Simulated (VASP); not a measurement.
## TiC: single point with PBE

System: TiC, a slab with vacuum.

```xyz
6
Lattice="3.0638 0.0000 0.0000 0.0000 3.0638 0.0000 0.0000 0.0000 19.3328" Properties=species:S:1:pos:R:3 pbc="T T T"
Ti    1.5319    1.5319    7.5000
Ti    0.0000    0.0000    9.6664
Ti    1.5319    1.5319   11.8328
C     0.0000    0.0000    7.5000
C     1.5319    1.5319    9.6664
C     0.0000    0.0000   11.8328
```

| Property | Result |
| --- | --- |
| Program | VASP 6.6.1 |
| Task | single point |
| Functional | PBE |
| Potentials or basis | VASP PAW PBE potentials, release 64 (Ti_sv, C) |
| Cutoff | 520 eV |
| k mesh | 11 × 11 × 1 |
| Occupations | gaussian, width 0.1 eV |
| Spin | no spin polarisation |

```json
{
 "Largest force": "1.391 eV/Å",
 "Band gap on the k mesh": "zero (bands 24 and 25 overlap by 0.53 eV)"
}
```

Forces in eV/Å, atoms in the order of the input:
```
Ti   0.000  0.000  1.391
Ti   0.000  0.000  0.000
Ti   0.000  0.000 -1.391
C    0.000  0.000 -0.791
C    0.000  0.000  0.000
C    0.000  0.000  0.791
```

Levels at points of the mesh, in eV from the Fermi level:
| k point | band 21 | band 22 | band 23 | band 24 | band 25 | band 26 | band 27 | band 28 |
| --- | --- | --- | --- | --- | --- | --- | --- | --- |
| (0.00, 0.00, 0.00) | -0.10 | -0.10 | 0.15 | 0.15 | 0.44 | 1.00 | 1.45 | 1.45 |

Run time: 4.2 min on 1 thread of Intel Xeon 8259CL, on a shared host, peak memory 0.32 GiB.
